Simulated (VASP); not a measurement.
# TiAl2 (Cmmm) in VASP: a series of runs

Runs on TiAl2. Level: LDA. Tasks: single point.

Everything below comes from runs of VASP 6.6.1. Logs are shortened: lines on timing, memory, paths and dates and some standing lists are left out, and cuts for length are marked.

### Step 1. The cell of the first run

It takes space group Cmmm (No. 65, orthorhombic). Conventional cell: a = 3.845 Å, b = 11.890 Å, c = 4.127 Å, α = 90.00°, β = 90.00°, γ = 90.00°. Within 3.5 Å of Ti (site symmetry m2m) lie 10 Al at 2.67 to 2.90 Å and 2 Ti at 2.95 Å. Al (site symmetry mmm) has 4 Ti at 2.67 Å and 8 Al at 2.82 to 2.91 Å within 3.5 Å. Within 3.5 Å of Al (site symmetry m2m) lie 6 Al at 2.65 to 2.91 Å and 6 Ti at 2.83 to 2.90 Å. Al (site symmetry mmm) has 4 Ti at 2.78 Å and 12 Al at 2.82 to 3.89 Å within 3.9 Å.

### Step 2. Single point, LDA (15.73 Å³/atom)

File INCAR:

```
PREC     = Accurate       # precision mode
ENCUT    = 520            # plane-wave cutoff, eV
EDIFF    = 1E-6           # SCF threshold, eV
ISMEAR   = 0              # smearing method
SIGMA    = 0.15           # smearing width, eV
LREAL    = F              # projectors in reciprocal space
LASPH    = T              # aspherical terms in the spheres
NELM     = 100            # most SCF steps
ALGO     = Fast           # electronic algorithm
ISIF     = 2              # what is computed and relaxed
LWAVE    = F              # write WAVECAR
LCHARG   = T              # write CHGCAR
LELF     = T              # ELF
LVHAR    = T            
NBANDS   = 27             # bands
```

File KPOINTS:

```
Automatic mesh
0
Gamma
  12 12 12
```

File POSCAR:

```
TiAl2
1.0
    1.9226230387     -5.9449569841      0.0000000000
    1.9226230387      5.9449569841      0.0000000000
    0.0000000000      0.0000000000      4.1273286310
Ti Al
2 4
Direct
    0.6560576955      0.3439423045      0.0000000000
    0.3439423045      0.6560576955      0.0000000000
    0.0000000000      0.0000000000      0.0000000000
    0.8269820961      0.1730179039      0.5000000000
    0.1730179039      0.8269820961      0.5000000000
    0.5000000000      0.5000000000      0.5000000000
```

Potentials or basis: VASP PAW LDA potentials, release 64 (Ti_sv, Al).

The run is started by

```
$ cat potpaw_LDA.64/Ti_sv/POTCAR potpaw_LDA.64/Al/POTCAR > POTCAR
$ mpirun -np 1 vasp_std > vasp.out
```

OUTCAR:

```text
PREC = Accurate
   ENCUT = 520
   EDIFF = 1E-6
   ISMEAR = 0
   LREAL = F
   LASPH = T
   NELM = 100
   ISIF = 2

 ion  position               nearest neighbor table
   1  0.656  0.344  0.000-   3 2.67   3 2.67   6 2.78   6 2.78   5 2.83   5 2.83   5 2.83   5 2.83
                             4 2.90   4 2.90
   2  0.344  0.656  0.000-   3 2.67   3 2.67   6 2.78   6 2.78   4 2.83   4 2.83   4 2.83   4 2.83
                             5 2.90   5 2.90
   3  0.000  0.000  0.000-   1 2.67   2 2.67   1 2.67   2 2.67   6 2.82   6 2.82   6 2.82   6 2.82
                             4 2.91   4 2.91   5 2.91   5 2.91
   4  0.827  0.173  0.500-   5 2.65   5 2.65   6 2.82   6 2.82   2 2.83   2 2.83   2 2.83   2 2.83
                             1 2.90   1 2.90   3 2.91   3 2.91
   5  0.173  0.827  0.500-   4 2.65   4 2.65   6 2.82   6 2.82   1 2.83   1 2.83   1 2.83   1 2.83
                             2 2.90   2 2.90   3 2.91   3 2.91
   6  0.500  0.500  0.500-   1 2.78   2 2.78   1 2.78   2 2.78   5 2.82   4 2.82   5 2.82   4 2.82
                             3 2.82   3 2.82   3 2.82   3 2.82

  LATTYP: Found a base centered orthorhombic cell.
 ALAT       =     3.8452460774
 B/A-ratio  =     3.0921074305
 C/A-ratio  =     1.0733587781

  Lattice vectors:

 A1 = (   1.9226230387,  -5.9449569841,   0.0000000000)
 A2 = (   1.9226230387,   5.9449569841,   0.0000000000)
 A3 = (   0.0000000000,   0.0000000000,   4.1273286310)

Analysis of symmetry for initial positions (statically):
=====================================================================
 Subroutine PRICEL returns:
 Original cell was already a primitive cell.

 Routine SETGRP: Setting up the symmetry group for a
 base centered orthorhombic supercell.

 Subroutine GETGRP returns: Found  8 space group operations
 (whereof  8 operations were pure point group operations)
 out of a pool of  8 trial point group operations.

The static configuration has the point symmetry D_2h.

Analysis of symmetry for dynamics (positions and initial velocities):
=====================================================================
 Subroutine PRICEL returns:
 Original cell was already a primitive cell.

 Routine SETGRP: Setting up the symmetry group for a
 base centered orthorhombic supercell.

 Subroutine GETGRP returns: Found  8 space group operations
 (whereof  8 operations were pure point group operations)
 out of a pool of  8 trial point group operations.

The dynamic configuration has the point symmetry D_2h.

 Subroutine INISYM returns: Found  8 space group operations
 (whereof  8 operations are pure point group operations),
 and found     1 'primitive' translations

----------------------------------------------------------------------------------------

                                     Primitive cell

  volume of cell :      94.3500

  direct lattice vectors                    reciprocal lattice vectors
     1.922623039 -5.944956984  0.000000000     0.260061380 -0.084104898  0.000000000
     1.922623039  5.944956984  0.000000000     0.260061380  0.084104898  0.000000000
     0.000000000  0.000000000  4.127328631     0.000000000  0.000000000  0.242287467

  length of vectors
     6.248119148  6.248119148  4.127328631     0.273323170  0.273323170  0.242287467

  position of ions in fractional coordinates (direct lattice)
     0.656057696  0.343942304  0.000000000
     0.343942304  0.656057696  0.000000000
     0.000000000  0.000000000  0.000000000
     0.826982096  0.173017904  0.500000000
     0.173017904  0.826982096  0.500000000
     0.500000000  0.500000000  0.500000000

  ion indices of the primitive-cell ions
   primitive index   ion index
                 1           1
                 2           2
                 3           3
                 4           4
                 5           5
                 6           6

----------------------------------------------------------------------------------------

 KPOINTS: Automatic mesh

Automatic generation of k-mesh.
 Grid dimensions read from file:
 generate k-points for:   12   12   12

 Generating k-lattice:

  Cartesian coordinates                     Fractional coordinates (reciprocal lattice)
     0.021671782 -0.007008741  0.000000000     0.083333333 -0.000000000  0.000000000
     0.021671782  0.007008741  0.000000000    -0.000000000  0.083333333  0.000000000
     0.000000000  0.000000000  0.020190622     0.000000000  0.000000000  0.083333333

  Length of vectors
     0.022776931  0.022776931  0.020190622

  Shift w.r.t. Gamma in fractional coordinates (k-lattice)
     0.000000000  0.000000000  0.000000000

 Subroutine IBZKPT returns following result:
 ===========================================

 Found    301 irreducible k-points:

 Following reciprocal coordinates:
            Coordinates               Weight
  0.000000  0.000000  0.000000      1.000000
  0.083333  0.000000  0.000000      4.000000
  0.166667 -0.000000  0.000000      4.000000
  0.250000  0.000000  0.000000      4.000000
  0.333333  0.000000  0.000000      4.000000
  0.416667  0.000000  0.000000      4.000000
[... 16 lines left out ...]
  0.500000  0.166667  0.000000      4.000000
 -0.416667  0.166667  0.000000      4.000000
 [... further k-points ...]
   k-points           NKPTS =    301   k-points in BZ     NKDIM =    301   number of bands    NBANDS=     27
   number of dos      NEDOS =    301   number of ions     NIONS =      6
   total plane-waves  NPLWV =  73728
   dimension x,y,z NGX =    48 NGY =   48 NGZ =   32
   dimension x,y,z NGXF=    96 NGYF=   96 NGZF=   64
   ions per type =               2   4
   NGX,Y,Z   is equivalent  to a cutoff of  12.77, 12.77, 12.89 a.u.
   NGXF,Y,Z  is equivalent  to a cutoff of  25.54, 25.54, 25.78 a.u.
 SYSTEM =  unknown system
   PREC   = accura    normal or accurate (medium, high low for compatibility)
   ISTART =      0    job   : 0-new  1-cont  2-samecut
   ICHARG =      2    charge: 1-file 2-atom 10-const
   ISPIN  =      1    spin polarized calculation?
   LNONCOLLINEAR =      F non collinear calculations
   LSORBIT =      F    spin-orbit coupling
   LASPH  =      T    aspherical Exc in radial PAW
   ENCUT  =  520.0 eV  38.22 Ry    6.18 a.u.  11.62 11.62  7.67*2*pi/ulx,y,z
   NELM   =    100;   NELMIN=  2; NELMDL= -5     # of ELM steps
   EDIFF  = 0.1E-05   stopping-criterion for ELM
   LREAL  =      F    real-space projection
   EDIFFG = 0.1E-04   stopping-criterion for IOM
   NSW    =      0    number of steps for IOM
   IBRION =     -1    ionic relax: 0-MD 1-quasi-New 2-CG
   NFREE  =      0    steps in history (QN), initial steepest desc. (CG)
   ISIF   =      2    stress and relaxation
   ISYM   =      2    0-nonsym 1-usesym 2-fastsym
   POTIM  = 0.5000    time-step for ionic-motion
   TEBEG  =    0.0;   TEEND  =   0.0 temperature during run
   PSTRESS=    0.0 pullay stress
   NELECT =      36.0000    total number of electrons
   NUPDOWN=      -1.0000    fix difference up-down
   EMIN   =  10.00;   EMAX   =-10.00  energy-range for DOS
   EFERMI =   0.00;   METHOD = LEGACY
   ISMEAR =     0;   SIGMA  =   0.15  broadening in eV -4-tet -1-fermi 0-gaus
   EFERMI_NEDOS =   21; number of points for ismear=-14 and -15
   IALGO  =     68    algorithm
   IMIX   =      4    mixing-type and parameters
     AMIX     =   0.40;   BMIX     =  1.00
     AMIX_MAG =   1.60;   BMIX_MAG =  1.00
  volume/ion in A,a.u.               =      15.73       106.12
  Fermi-wavevector in a.u.,A,eV,Ry     =   1.187394  2.243850 19.182931  1.409906
  Thomas-Fermi vector in A             =   2.323547
   LORBIT       =      0    0 simple, 1 ext, 2 COOP (PROOUT), +10 PAW based schemes
   GGA     = CA    functional components
   LHFCALC =     F    Hartree Fock is set to
   AEXX    =    0.0000 exact exchange contribution
   IVDW    =     0    specifies the selected vdW correction
   LEPSILON=     F    determine dielectric tensor
   LRPA    =     F    only Hartree local field effects (RPA)
 non-spin polarized calculation
 RMM-DIIS sequential band-by-band and
 Gauss-broadening in eV      SIGMA  =   0.15
  energy-cutoff  :      520.00
  volume of cell :       94.35
 maximum number of plane-waves:      2565
   NGX = 23   NGY = 23   NGZ = 15

 number of electron      36.0000002 magnetization

 Free energy of the ion-electron system (eV)
  ---------------------------------------------------
  ext. energy  EPLUGINS =         0.00000000
  ---------------------------------------------------
  free energy    TOTEN  =       -36.45564322 eV

  energy without entropy =      -36.42720254  energy(sigma->0) =      -36.44142288

 E-fermi :   8.4152     XC(G=0): -11.1047

 val. band max:        8.4121572971   @ k =   0.5000   0.4167   0.3333
 cond. band min:       8.4157291931   @ k =   0.0000   0.0000   0.4167
 fundamental gap:      0.0035718960
 Fermi energy:         8.4151761294

 k-point     1 :       0.0000    0.0000    0.0000
  band No.  band energies     occupation
      1     -47.5962      2.00000
      2     -47.5588      2.00000
      3     -24.3635      2.00000
      4     -24.3238      2.00000
      5     -24.3009      2.00000
      6     -24.2670      2.00000
[... 19 lines left out ...]
     26      11.9804      0.00000
     27      12.2614      0.00000

 k-point     2 :       0.0833    0.0000    0.0000
  band No.  band energies     occupation
      1     -47.5955      2.00000
      2     -47.5594      2.00000
      3     -24.3627      2.00000
      4     -24.3243      2.00000
      5     -24.3011      2.00000
      6     -24.2701      2.00000
[... 19 lines left out ...]
     26      12.2825      0.00000
     27      12.5435      0.00000

 k-point     3 :       0.1667   -0.0000    0.0000
  band No.  band energies     occupation
      1     -47.5934      2.00000
      2     -47.5610      2.00000
      3     -24.3604      2.00000
      4     -24.3259      2.00000
      5     -24.3019      2.00000
      6     -24.2783      2.00000
[... 19 lines left out ...]
     26      12.2973      0.00000
     27      13.5846      0.00000

 k-point     4 :       0.2500    0.0000    0.0000
  band No.  band energies     occupation
      1     -47.5901      2.00000
      2     -47.5637      2.00000
      3     -24.3567      2.00000
      4     -24.3285      2.00000
      5     -24.3041      2.00000
      6     -24.2888      2.00000
[... 19 lines left out ...]
     26      12.1512      0.00000
     27      13.0536      0.00000

 k-point     5 :       0.3333    0.0000    0.0000
  band No.  band energies     occupation
      1     -47.5859      2.00000
      2     -47.5672      2.00000
      3     -24.3521      2.00000
      4     -24.3321      2.00000
      5     -24.3078      2.00000
      6     -24.2983      2.00000
[... 19 lines left out ...]
     26      11.7159      0.00000
     27      13.0107      0.00000

 k-point     6 :       0.4167    0.0000    0.0000
  band No.  band energies     occupation
      1     -47.5812      2.00000
      2     -47.5715      2.00000
      3     -24.3469      2.00000
      4     -24.3365      2.00000
      5     -24.3115      2.00000
      6     -24.3046      2.00000
[... 444 lines left out ...]
      1     -47.5768      2.00000
      2     -47.5758      2.00000
      3     -24.3424      2.00000
      4     -24.3407      2.00000
      5     -24.3143      2.00000
      6     -24.3053      2.00000
[... 19 lines left out ...]
     26      11.6589      0.00000
     27      12.5862      0.00000

 k-point    22 :       0.4167    0.1667    0.0000
  band No.  band energies     occupation
      1     -47.5807      2.00000
      2     -47.5720      2.00000
      3     -24.3460      2.00000
      4     -24.3374      2.00000
      5     -24.3113      2.00000
      6     -24.3033      2.00000
[... 19 lines left out ...]
     26      11.6312      0.00000
     27      12.3685      0.00000

 k-point    23 :       0.5000    0.1667    0.0000
  band No.  band energies     occupation
      1     -47.5854      2.00000
      2     -47.5678      2.00000
      3     -24.3512      2.00000
      4     -24.3330      2.00000
      5     -24.3047      2.00000
      6     -24.2983      2.00000
[... 19 lines left out ...]
     26      11.6258      0.00000
     27      11.9433      0.00000

 k-point    24 :      -0.4167    0.1667    0.0000
  band No.  band energies     occupation
      1     -47.5896      2.00000
      2     -47.5642      2.00000
      3     -24.3559      2.00000
      4     -24.3294      2.00000
      5     -24.2980      2.00000
      6     -24.2902      2.00000
[... 19 lines left out ...]
     26      11.4504      0.00000
     27      12.2236      0.00000

 [... further k-points ...]

------------------------ aborting loop because EDIFF is reached ----------------------------------------

  FORCE on cell =-STRESS in cart. coord.  units (eV):
  Direction    XX          YY          ZZ          XY          YZ          ZX
  --------------------------------------------------------------------------------------
  -------------------------------------------------------------------------------------
  Total       -1.0114243     -0.8055837     -5.1341253      0.0000000      0.0000000      0.0000000
  in kB      -17.1752108    -13.6797879    -87.1836686      0.0000000      0.0000000      0.0000000
  external PRESSURE =     -39.3462224 kB  Pullay stress =       0.0000000 kB

 VOLUME and BASIS-vectors are now :
 -----------------------------------------------------------------------------
  energy-cutoff  :      520.00
  volume of cell :       94.35
      direct lattice vectors                 reciprocal lattice vectors
     1.922623039 -5.944956984  0.000000000     0.260061380 -0.084104898  0.000000000
     1.922623039  5.944956984  0.000000000     0.260061380  0.084104898  0.000000000
     0.000000000  0.000000000  4.127328631     0.000000000  0.000000000  0.242287467

 POSITION                                       TOTAL-FORCE (eV/Angst)
 -----------------------------------------------------------------------------------
      1.92262     -1.85551      0.00000        -0.000000     -0.166026     -0.000000
      1.92262      1.85551      0.00000        -0.000000      0.166026     -0.000000
      0.00000      0.00000      0.00000        -0.000000      0.000000     -0.000000
      1.92262     -3.88779      2.06366        -0.000000     -0.011377     -0.000000
      1.92262      3.88779      2.06366        -0.000000      0.011377      0.000000
      1.92262      0.00000      2.06366         0.000000     -0.000000     -0.000000
 -----------------------------------------------------------------------------------
    total drift:                                0.000000      0.000000      0.000000

  FREE ENERGIE OF THE ION-ELECTRON SYSTEM (eV)
  ---------------------------------------------------
  free  energy   TOTEN  =       -36.4556432215 eV

  energy  without entropy=      -36.4272025381  energy(sigma->0) =      -36.44142288
```

Wall time 18 min (1 thread of Intel Xeon 6975P-C (Granite Rapids), shared host); peak memory 0.68 GiB.

What came out:

```yaml
Free_energy: -36.4556 eV
Pressure: -3.9 GPa
Largest_force: 0.166 eV/Å
Band_gap_on_the_k_mesh: zero (bands 18 and 19 overlap by 1.23 eV)
```

Forces in eV/Å, atoms in the order of the input:
```
Ti   0.000 -0.166  0.000
Ti   0.000  0.166  0.000
Al   0.000  0.000  0.000
Al   0.000 -0.011  0.000
Al   0.000  0.011  0.000
Al   0.000  0.000  0.000
```

Stress tensor (GPa, compression positive):
```
-1.72  0.00  0.00
 0.00 -1.37  0.00
 0.00  0.00 -8.72
```

Caveat: the cell stands under tension.

(Continued in part 2 of 3.)
